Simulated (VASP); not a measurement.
Input of a VASP 6.6.1 run:

Contents of INCAR:

```
SYSTEM = BAs
ALGO = Normal
EDIFF = 1E-6
ENCUT = 520
GGA = PE
ISIF = 2
ISMEAR = 0
LASPH = .TRUE.
LCHARG = .FALSE.
LREAL = .FALSE.
LWAVE = .FALSE.
NBANDS = 11
NELM = 60
PREC = Accurate
SIGMA = 0.02
```

Contents of KPOINTS:

```
k-points
0
G
  10 10 10
  0 0 0
```

Contents of POSCAR:

```
BAs
1.0
    0.0000000000      2.4044111833      2.4044111833
    2.4044111833      0.0000000000      2.4044111833
    2.4044111833      2.4044111833      0.0000000000
B As
1 1
Direct
    0.0000000000      0.0000000000      0.0000000000
    0.2500000000      0.2500000000      0.2500000000
```

Potentials or basis: VASP PAW PBE potentials, release 64 (B, As).

Command:

```sh
$ cat potpaw_PBE.64/B/POTCAR potpaw_PBE.64/As/POTCAR > POTCAR
$ mpirun -np 1 vasp_std > vasp.out
```

Problem. What does it give for the pressure?

Solution. 0.6 GPa.

Problem. Estimate the band gap on the k mesh.

Solution. 1.20 eV, indirect (least direct gap 3.25 eV).

A k mesh can miss the band edges. A hybrid or GW would open this gap; PBE tends to underestimate it.
